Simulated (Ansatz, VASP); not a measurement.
Two plane-wave programs on BaTiO3

```
CELL_PARAMETERS angstrom
3.98410 0.00000 0.00000
0.00000 2.83705 2.84580
0.00000 -2.83705 2.84580
ATOMIC_POSITIONS crystal
Ba 0.00000 0.00000 0.00000
Ti 0.50000 0.50790 0.50790
O 0.00000 0.49210 0.49210
O 0.50000 0.50251 0.99371
O 0.50000 0.99371 0.50251
```

Alike in both runs: task single point; functional r2SCAN; k mesh 6 × 6 × 6; occupations gaussian, width 0.02 eV; collinear spin; Hubbard terms Ti d U = 4.0 eV.

|  | VASP | Ansatz |
| --- | --- | --- |
| version | VASP 6.6.1 | Ansatz 0.2.0 |
| potentials or method | VASP PAW PBE potentials, release 64 (Ba_sv, Ti_sv, O), cutoff 660 eV | scalar-relativistic, plane waves, PAW |
| valence electrons in the cell | 40 | 40 |

```tsv
	VASP	Ansatz	Ansatz less VASP
gap on the k mesh at the Fermi level (eV)	2.71	2.70	-0.003
least direct gap on the mesh (eV)	2.93	2.89	-0.039
pressure (GPa)	3.7	0.0	-3.67
traceless stress, the component that is largest in VASP (GPa)	-0.80	-0.73	+0.066
rms of the force components (eV/Å)	0.109	0.065	-0.0436
net moment per atom (μB)	0.00	0.00	0.000
```

VASP's potentials were made for PBE, not for r2SCAN. The programs project onto different local orbitals, so the same U acts differently, and such runs can settle in different states. Atom by atom the forces differ by 0.109 eV/Å (rms over components). Ansatz's warnings: given moment on shells, seeded moment not kept, stability check not made.

Neither program's run includes spin-orbit coupling.
